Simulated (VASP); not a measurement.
La2O3:

```
La O
1.0
     6.22472    0.00000    0.00000
    -3.11236    5.39077    0.00000
     0.00000    0.00000    3.27762
La O
2 3
Direct
  0.66667 0.33333 0.50000
  0.33333 0.66667 0.50000
  0.50801 0.00000 0.00000
  0.00000 0.50801 0.00000
  0.49199 0.49199 0.00000
```

Base run:

| Item | Value |
| --- | --- |
| Program | VASP 6.6.1 |
| Functional | PBEsol |
| Potentials or basis | VASP PAW PBE potentials, release 64 (La, O) |
| Cutoff | 520 eV |
| k mesh | 5 × 5 × 8 |
| Occupations | fermi-dirac, width 0.05 eV |
| Spin | no spin polarisation |

Its results: band gap on the k mesh 1.35 eV (least direct gap 1.93 eV); pressure 0.8 GPa; largest force 0.052 eV/Å.

**Question.** The run is repeated on the same cell with these changes: functional from PBEsol to PBE; further incar settings from ALGO = Normal; EDIFF = 1e-07; NBANDS = 28 to ALGO = Normal; EDIFF = 1e-06; NBANDS = 28. What comes out?

**Answer.** Band gap on the k mesh 1.44 eV (least direct gap 2.01 eV); pressure 4.0 GPa; largest force 0.037 eV/Å.

Caveats: spin-orbit coupling is left out, which moves the levels of the heavy elements; an odd mesh through Γ misses points on the zone boundary, where band edges can lie; the PAW data sets were made with another functional, which shifts forces and pressure a little (at least some runs); the cell stands under pressure (at least some runs).
